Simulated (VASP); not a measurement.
Input of a VASP 6.6.1 run:

Contents of INCAR:

```
SYSTEM = LiCl
ALGO = Normal ; EDIFF = 1E-6
ENCUT = 520 ; GGA = CA
ISIF = 2 ; ISMEAR = 0
LASPH = .True. ; LCHARG = .False.
LREAL = .False. ; LWAVE = .False.
NBANDS = 18 ; NELM = 100
PREC = Accurate ; SIGMA = 0.05
```

Contents of KPOINTS:

```
k-points
0
Gamma
  9 9 4
  0 0 0
```

POSCAR

```
LiCl
1.0
    3.6893892758      0.0000000000      0.0000000000
   -1.8446946379      3.1951048373      0.0000000000
    0.0000000000      0.0000000000      6.3571610000
Li Cl
2 2
Direct
    0.6666666667      0.3333333333      0.8760170000
    0.3333333333      0.6666666667      0.3760170000
    0.6666666667      0.3333333333      0.4989840000
    0.3333333333      0.6666666667      0.9989840000
```

Potentials or basis: VASP PAW LDA potentials, release 64 (Li_sv, Cl).

The run is started by

```bash
$ cat potpaw_LDA.64/Li_sv/POTCAR potpaw_LDA.64/Cl/POTCAR > POTCAR
$ mpirun -np 1 vasp_std > vasp.out
```

**Question.** Estimate the largest force.

**Answer.** 0.179 eV/Å.

**Question.** Estimate the band gap on the k mesh.

**Answer.** 5.88 eV.

Forces on the atoms (eV/Å):
```
Li   0.000  0.000 -0.179
Li   0.000  0.000 -0.179
Cl   0.000  0.000  0.179
Cl   0.000  0.000  0.179
```

Caveat: the cell differs from its parent crystal (strain -0.0600 x Voigt [1, 1, 0, 0, 0, 0]); an odd mesh through Γ misses points on the zone boundary, where band edges can lie.
